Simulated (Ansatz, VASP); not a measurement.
One calculation of Zn, two programs

```
Zn
1.0
     2.59533    0.00000    0.00000
    -1.29767    2.24763    0.00000
     0.00000    0.00000    4.99053
Zn
2
Direct
  0.33333 0.66667 0.25000
  0.66667 0.33333 0.75000
```

Alike in both runs: functional r2SCAN; k mesh 18 × 18 × 8; occupations gaussian, width 0.1 eV; no spin polarisation.

Ansatz relaxed the structure, and its values are those at the end. VASP's run is a single point on that final structure, the one shown.

|  | VASP | Ansatz |
| --- | --- | --- |
| version | VASP 6.6.1 | Ansatz 0.2.0 |
| potentials or method | VASP PAW PBE potentials, release 64 (Zn), cutoff 520 eV | scalar-relativistic, plane waves, PAW |
| valence electrons in the cell | 24 | 24 |

|  | VASP | Ansatz | Ansatz less VASP |
| --- | --- | --- | --- |
| gap on the k mesh at the Fermi level (eV) | none | none | - |
| pressure (GPa) | 0.5 | 0.0 | -0.51 |

VASP's potentials were made for PBE, not for r2SCAN. A gap of «none» marks a metal or a gap that the smearing closes.
